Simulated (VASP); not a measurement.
TiO2, 6 atoms in the cell. The structure is tetragonal, space group P4_2/mnm (No. 136). Conventional cell: a = 4.548 Å, b = 4.548 Å, c = 2.919 Å, α = 90.00°, β = 90.00°, γ = 90.00°. Ti (site symmetry mmm) has 6 O at 1.93 to 1.96 Å within 2.6 Å. Within 2.6 Å of O (site symmetry m2m) lie 3 Ti at 1.93 to 1.96 Å and 1 O at 2.52 Å. 

```yaml
Program: VASP 6.6.1
Task: relaxation of cell and atoms
Functional: LDA
Potentials_or_basis: VASP PAW LDA potentials, release 64 (Ti_sv, O)
Cutoff: 600 eV
k_mesh: 6 × 6 × 10
Occupations: gaussian, width 0.02 eV
Spin: no spin polarisation
Dipole_correction: no
Further_INCAR_settings: ALGO = Normal; EDIFF = 1e-07; IBRION = 2; EDIFFG = -0.005; NSW = 100; ISIF = 3
```

Potentials or basis: VASP PAW LDA potentials, release 64 (Ti_sv, O).

Run with:

```bash
$ cat potpaw_LDA.64/Ti_sv/POTCAR potpaw_LDA.64/O/POTCAR > POTCAR
$ mpirun -np 1 vasp_std > vasp.out
```

Hardware: 1 thread of Intel(R) Xeon(R) Platinum 8488C (Sapphire Rapids) (shared host).

Question: Estimate the wall time of this run.

Answer: Wall time 4.2 min on 1 thread of Intel(R) Xeon(R) Platinum 8488C (Sapphire Rapids), with other jobs on the host, peak memory 0.23 GiB. Counts: scf iterations 45, k points 60, ion steps 5.
